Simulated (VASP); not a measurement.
# C (Fd-3m) in VASP: a series of runs

The runs below take C through single point, with PBE.

All numbers are computed with VASP 6.6.1; they aren't measurements. Logs are shortened: lines on timing, memory, paths and dates and some standing lists are left out, and cuts for length are marked.

**1. The cell of the first run**

The structure is cubic, space group Fd-3m (No. 227). Conventional cell: a = 3.567 Å, b = 3.567 Å, c = 3.567 Å, α = 90.00°, β = 90.00°, γ = 90.00°. C (site symmetry -43m) has 4 C at 1.54 Å within 2.1 Å.

**2. Single point, PBE**

INCAR

```
PREC     = Accurate       # precision mode
ENCUT    = 600            # plane-wave cutoff, eV
EDIFF    = 1E-6           # SCF threshold, eV
ISMEAR   = 0              # smearing method
SIGMA    = 0.1            # smearing width, eV
LREAL    = F              # projectors in reciprocal space
LASPH    = T              # aspherical terms in the spheres
NELM     = 120            # most SCF steps
ALGO     = Normal         # electronic algorithm
ISIF     = 2              # what is computed and relaxed
LWAVE    = F              # write WAVECAR
LCHARG   = F              # write CHGCAR
GGA      = PE             # functional
NBANDS   = 11             # bands
GGA_COMPAT= F
```

KPOINTS

```
regular mesh
0
Gamma
  8 8 8
```

POSCAR

```
C
1.0
    0.0000000000      1.7835000000      1.7835000000
    1.7835000000      0.0000000000      1.7835000000
    1.7835000000      1.7835000000      0.0000000000
C
2
Direct
    0.0000000000      0.0000000000      0.0000000000
    0.2500000000      0.2500000000      0.2500000000
```

Potentials or basis: VASP PAW PBE potentials, release 64 (C).

The run is started by

```
$ cat potpaw_PBE.64/C/POTCAR > POTCAR
$ mpirun -np 1 vasp_std > vasp.out
```

OUTCAR:

```text
PREC = Accurate
   ENCUT = 600
   EDIFF = 1E-6
   ISMEAR = 0
   LREAL = F
   LASPH = T
   NELM = 120
   ISIF = 2
   GGA = PE

 ion  position               nearest neighbor table
   1  0.000  0.000  0.000-   2 1.54   2 1.54   2 1.54   2 1.54
   2  0.250  0.250  0.250-   1 1.54   1 1.54   1 1.54   1 1.54

  LATTYP: Found a face centered cubic cell.
 ALAT       =     3.5670000000

  Lattice vectors:

 A1 = (   0.0000000000,   1.7835000000,   1.7835000000)
 A2 = (   1.7835000000,   0.0000000000,   1.7835000000)
 A3 = (   1.7835000000,   1.7835000000,   0.0000000000)

Analysis of symmetry for initial positions (statically):
=====================================================================
 Subroutine PRICEL returns:
 Original cell was already a primitive cell.

 Routine SETGRP: Setting up the symmetry group for a
 face centered cubic supercell.

 Subroutine GETGRP returns: Found 48 space group operations
 (whereof 24 operations were pure point group operations)
 out of a pool of 48 trial point group operations.

The static configuration has the point symmetry T_d .
 The point group associated with its full space group is O_h .

Analysis of symmetry for dynamics (positions and initial velocities):
=====================================================================
 Subroutine PRICEL returns:
 Original cell was already a primitive cell.

 Routine SETGRP: Setting up the symmetry group for a
 face centered cubic supercell.

 Subroutine GETGRP returns: Found 48 space group operations
 (whereof 24 operations were pure point group operations)
 out of a pool of 48 trial point group operations.

The dynamic configuration has the point symmetry T_d .
 The point group associated with its full space group is O_h .

 Subroutine INISYM returns: Found 48 space group operations
 (whereof 24 operations are pure point group operations),
 and found     1 'primitive' translations

----------------------------------------------------------------------------------------

                                     Primitive cell

  volume of cell :      11.3462

  direct lattice vectors                    reciprocal lattice vectors
     0.000000000  1.783500000  1.783500000    -0.280347631  0.280347631  0.280347631
     1.783500000  0.000000000  1.783500000     0.280347631 -0.280347631  0.280347631
     1.783500000  1.783500000  0.000000000     0.280347631  0.280347631 -0.280347631

  length of vectors
     2.522249888  2.522249888  2.522249888     0.485576341  0.485576341  0.485576341

  position of ions in fractional coordinates (direct lattice)
     0.000000000  0.000000000  0.000000000
     0.250000000  0.250000000  0.250000000

  ion indices of the primitive-cell ions
   primitive index   ion index
                 1           1
                 2           2

----------------------------------------------------------------------------------------

 KPOINTS: regular mesh

Automatic generation of k-mesh.
 Grid dimensions read from file:
 generate k-points for:    8    8    8

 Generating k-lattice:

  Cartesian coordinates                     Fractional coordinates (reciprocal lattice)
    -0.035043454  0.035043454  0.035043454     0.125000000  0.000000000  0.000000000
     0.035043454 -0.035043454  0.035043454     0.000000000  0.125000000  0.000000000
     0.035043454  0.035043454 -0.035043454     0.000000000  0.000000000  0.125000000

  Length of vectors
     0.060697043  0.060697043  0.060697043

  Shift w.r.t. Gamma in fractional coordinates (k-lattice)
     0.000000000  0.000000000  0.000000000

 Subroutine IBZKPT returns following result:
 ===========================================

 Found     29 irreducible k-points:

 Following reciprocal coordinates:
            Coordinates               Weight
  0.000000  0.000000  0.000000      1.000000
  0.125000  0.000000  0.000000      8.000000
  0.250000  0.000000  0.000000      8.000000
  0.375000  0.000000  0.000000      8.000000
  0.500000  0.000000  0.000000      4.000000
  0.125000  0.125000  0.000000      6.000000
[... 16 lines left out ...]
  0.500000  0.250000  0.125000     48.000000
 -0.375000  0.250000  0.125000     24.000000
 [... further k-points ...]
   k-points           NKPTS =     29   k-points in BZ     NKDIM =     29   number of bands    NBANDS=     11
   number of dos      NEDOS =    301   number of ions     NIONS =      2
   total plane-waves  NPLWV =   8000
   dimension x,y,z NGX =    20 NGY =   20 NGZ =   20
   dimension x,y,z NGXF=    40 NGYF=   40 NGZF=   40
   ions per type =               2
   NGX,Y,Z   is equivalent  to a cutoff of  13.18, 13.18, 13.18 a.u.
   NGXF,Y,Z  is equivalent  to a cutoff of  26.36, 26.36, 26.36 a.u.
 SYSTEM =  unknown system
   PREC   = accura    normal or accurate (medium, high low for compatibility)
   ISTART =      0    job   : 0-new  1-cont  2-samecut
   ICHARG =      2    charge: 1-file 2-atom 10-const
   ISPIN  =      1    spin polarized calculation?
   LNONCOLLINEAR =      F non collinear calculations
   LSORBIT =      F    spin-orbit coupling
   LASPH  =      T    aspherical Exc in radial PAW
   ENCUT  =  600.0 eV  44.10 Ry    6.64 a.u.   5.04  5.04  5.04*2*pi/ulx,y,z
   NELM   =    120;   NELMIN=  2; NELMDL= -5     # of ELM steps
   EDIFF  = 0.1E-05   stopping-criterion for ELM
   LREAL  =      F    real-space projection
   EDIFFG = 0.1E-04   stopping-criterion for IOM
   NSW    =      0    number of steps for IOM
   IBRION =     -1    ionic relax: 0-MD 1-quasi-New 2-CG
   NFREE  =      0    steps in history (QN), initial steepest desc. (CG)
   ISIF   =      2    stress and relaxation
   ISYM   =      2    0-nonsym 1-usesym 2-fastsym
   POTIM  = 0.5000    time-step for ionic-motion
   TEBEG  =    0.0;   TEEND  =   0.0 temperature during run
   PSTRESS=    0.0 pullay stress
   NELECT =       8.0000    total number of electrons
   NUPDOWN=      -1.0000    fix difference up-down
   EMIN   =  10.00;   EMAX   =-10.00  energy-range for DOS
   EFERMI =   0.00;   METHOD = LEGACY
   ISMEAR =     0;   SIGMA  =   0.10  broadening in eV -4-tet -1-fermi 0-gaus
   EFERMI_NEDOS =   21; number of points for ismear=-14 and -15
   IALGO  =     38    algorithm
   IMIX   =      4    mixing-type and parameters
     AMIX     =   0.40;   BMIX     =  1.00
     AMIX_MAG =   1.60;   BMIX_MAG =  1.00
  volume/ion in A,a.u.               =       5.67        38.28
  Fermi-wavevector in a.u.,A,eV,Ry     =   1.457097  2.753514 28.886949  2.123131
  Thomas-Fermi vector in A             =   2.573938
   LORBIT       =      0    0 simple, 1 ext, 2 COOP (PROOUT), +10 PAW based schemes
   GGA     = PE    functional components
   LHFCALC =     F    Hartree Fock is set to
   AEXX    =    0.0000 exact exchange contribution
   IVDW    =     0    specifies the selected vdW correction
   LEPSILON=     F    determine dielectric tensor
   LRPA    =     F    only Hartree local field effects (RPA)
 non-spin polarized calculation
 Gauss-broadening in eV      SIGMA  =   0.10
  energy-cutoff  :      600.00
  volume of cell :       11.35
 maximum number of plane-waves:       392
   NGX =  9   NGY =  9   NGZ =  9

 number of electron       7.9999999 magnetization

 Free energy of the ion-electron system (eV)
  ---------------------------------------------------
  ext. energy  EPLUGINS =         0.00000000
  ---------------------------------------------------
  free energy    TOTEN  =       -18.18926407 eV

  energy without entropy =      -18.18926407  energy(sigma->0) =      -18.18926407

 E-fermi :  10.1525     XC(G=0): -13.2494

 val. band max:        9.7257503613   @ k =   0.0000   0.0000   0.0000
 cond. band min:      13.8580028745   @ k =   0.3750   0.3750   0.0000
 fundamental gap:      4.1322525132
 Fermi energy:        10.1524607946

 k-point     1 :       0.0000    0.0000    0.0000
  band No.  band energies     occupation
      1     -11.7479      2.00000
      2       9.7257      2.00000
      3       9.7257      2.00000
      4       9.7258      2.00000
      5      15.3153      0.00000
      6      15.3153      0.00000
      7      15.3153      0.00000
      8      23.0520      0.00000
      9      29.0178      0.00000
     10      36.2592      0.00000
     11      36.2592      0.00000

 k-point     2 :       0.1250    0.0000    0.0000
  band No.  band energies     occupation
      1     -11.3160      2.00000
      2       7.3112      2.00000
      3       9.0735      2.00000
      4       9.0735      2.00000
      5      16.1732      0.00000
      6      16.1732      0.00000
      7      16.6001      0.00000
      8      23.4195      0.00000
      9      29.6676      0.00000
     10      33.2044      0.00000
     11      33.2044      0.00000

 k-point     3 :       0.2500    0.0000    0.0000
  band No.  band energies     occupation
      1     -10.0334      2.00000
      2       3.1354      2.00000
      3       7.9804      2.00000
      4       7.9804      2.00000
      5      17.5134      0.00000
      6      17.5134      0.00000
      7      17.8687      0.00000
      8      24.3573      0.00000
      9      30.4340      0.00000
     10      32.1214      0.00000
     11      32.1214      0.00000

 k-point     4 :       0.3750    0.0000    0.0000
  band No.  band energies     occupation
      1      -7.9682      2.00000
      2      -0.9456      2.00000
      3       7.1985      2.00000
      4       7.1985      2.00000
      5      18.1096      0.00000
      6      18.1096      0.00000
      7      18.4200      0.00000
      8      25.1863      0.00000
      9      30.8829      0.00000
     10      33.7281      0.00000
     11      33.7281      0.00000

 k-point     5 :       0.5000    0.0000    0.0000
  band No.  band energies     occupation
      1      -5.9747      2.00000
      2      -3.6454      2.00000
      3       6.9259      2.00000
      4       6.9259      2.00000
      5      18.1835      0.00000
      6      18.1835      0.00000
      7      18.5703      0.00000
      8      25.4200      0.00000
      9      31.6097      0.00000
     10      33.8944      0.00000
     11      35.6576      0.00000
[... 211 lines left out ...]
 k-point    21 :       0.5000    0.5000    0.0000
  band No.  band energies     occupation
      1      -3.0372      2.00000
      2      -3.0372      2.00000
      3       3.4287      2.00000
      4       3.4287      2.00000
      5      14.4843      0.00000
      6      14.4843      0.00000
      7      26.5262      0.00000
      8      26.5262      0.00000
      9      32.9475      0.00000
     10      32.9475      0.00000
     11      42.0840      0.00000

 k-point    22 :       0.3750    0.2500    0.1250
  band No.  band energies     occupation
      1      -8.9079      2.00000
      2       3.2173      2.00000
      3       4.2254      2.00000
      4       6.8390      2.00000
      5      16.2978      0.00000
      6      19.7655      0.00000
      7      21.2983      0.00000
      8      21.4762      0.00000
      9      30.3897      0.00000
     10      31.3078      0.00000
     11      35.4305      0.00000

 k-point    23 :       0.5000    0.2500    0.1250
  band No.  band energies     occupation
      1      -6.8832      2.00000
      2      -0.1185      2.00000
      3       3.4485      2.00000
      4       5.6454      2.00000
      5      17.6919      0.00000
      6      19.3608      0.00000
      7      22.1165      0.00000
      8      23.0682      0.00000
      9      29.9051      0.00000
     10      32.0367      0.00000
     11      35.8690      0.00000

 k-point    24 :      -0.3750    0.2500    0.1250
  band No.  band energies     occupation
      1      -4.9634      2.00000
      2      -2.6355      2.00000
      3       3.4138      2.00000
      4       5.0390      2.00000
      5      18.0246      0.00000
      6      19.1722      0.00000
      7      22.7741      0.00000
      8      24.5879      0.00000
      9      28.0482      0.00000
     10      33.6304      0.00000
     11      36.0557      0.00000

 [... further k-points ...]

------------------------ aborting loop because EDIFF is reached ----------------------------------------

  FORCE on cell =-STRESS in cart. coord.  units (eV):
  Direction    XX          YY          ZZ          XY          YZ          ZX
  --------------------------------------------------------------------------------------
  -------------------------------------------------------------------------------------
  Total        0.1194584      0.1194584      0.1194584     -0.0000000     -0.0000000      0.0000000
  in kB       16.8685628     16.8685628     16.8685628     -0.0000000     -0.0000000      0.0000000
  external PRESSURE =      16.8685628 kB  Pullay stress =       0.0000000 kB

 VOLUME and BASIS-vectors are now :
 -----------------------------------------------------------------------------
  energy-cutoff  :      600.00
  volume of cell :       11.35
      direct lattice vectors                 reciprocal lattice vectors
     0.000000000  1.783500000  1.783500000    -0.280347631  0.280347631  0.280347631
     1.783500000  0.000000000  1.783500000     0.280347631 -0.280347631  0.280347631
     1.783500000  1.783500000  0.000000000     0.280347631  0.280347631 -0.280347631

 POSITION                                       TOTAL-FORCE (eV/Angst)
 -----------------------------------------------------------------------------------
      0.00000      0.00000      0.00000         0.000000      0.000000      0.000000
      0.89175      0.89175      0.89175        -0.000000     -0.000000     -0.000000
 -----------------------------------------------------------------------------------
    total drift:                                0.000000      0.000000      0.000000

  FREE ENERGIE OF THE ION-ELECTRON SYSTEM (eV)
  ---------------------------------------------------
  free  energy   TOTEN  =       -18.1892640701 eV

  energy  without entropy=      -18.1892640701  energy(sigma->0) =      -18.18926407
```

Wall time 6.6 s (1 thread of Intel Xeon 8259CL, shared host); peak memory 0.12 GiB.

What came out:

| Item | Value |
| --- | --- |
| Free energy | -18.1893 eV |
| Pressure | 1.7 GPa |
| Band gap on the k mesh | 4.13 eV (least direct gap 5.59 eV) |

(Part 1 of 2 ends here.)
